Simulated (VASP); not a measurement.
A run of VASP 6.6.1 is set up as follows.

The input INCAR:

```
  PREC = Accurate
  ENCUT = 600
  EDIFF = 1E-6
  ISMEAR = 0
  SIGMA = 0.02
  LREAL = F
  LASPH = T
  NELM = 150
  ALGO = Normal
  ISIF = 3
  LWAVE = F
  LCHARG = F
  ISPIN = 2
  MAGMOM = 0.61 0.61
  LORBIT = 11
  IBRION = 2
  NSW = 70
  EDIFFG = -0.005
```

File KPOINTS:

```
Automatic mesh
0
Gamma
  9 9 9
```

POSCAR

```
O
1.0
    1.7637033856      1.0182746245      3.8818702962
   -1.7637033856      1.0182746245      3.8818702962
    0.0000000000     -2.0365492489      3.8818702962
O
2
Direct
    0.9476824978      0.9476824978      0.9476824978
    0.0523175022      0.0523175022      0.0523175022
```

Potentials or basis: VASP PAW LDA potentials, release 64 (O).

Run with:

```console
$ cat potpaw_LDA.64/O/POTCAR > POTCAR
$ mpirun -np 1 vasp_std > vasp.out
```

Problem. What does it give for the relaxed cell?

Solution. a = 3.897 Å, b = 3.897 Å, c = 3.897 Å, α = 47.36°, β = 47.36°, γ = 47.36°.

Problem. Estimate the relaxed volume.

Solution. 14.65 Å³/atom.

Problem. Predict the site moments.

Solution. O +0.81 μB.

Forces in eV/Å, atoms in the order of the input:
```
O    0.000  0.000  0.003
O    0.000  0.000 -0.003
```

Caveat: the standard files for N, O and F lose accuracy on very short bonds; the volume moved by over 15 % at a fixed basis, so the end points are rough.
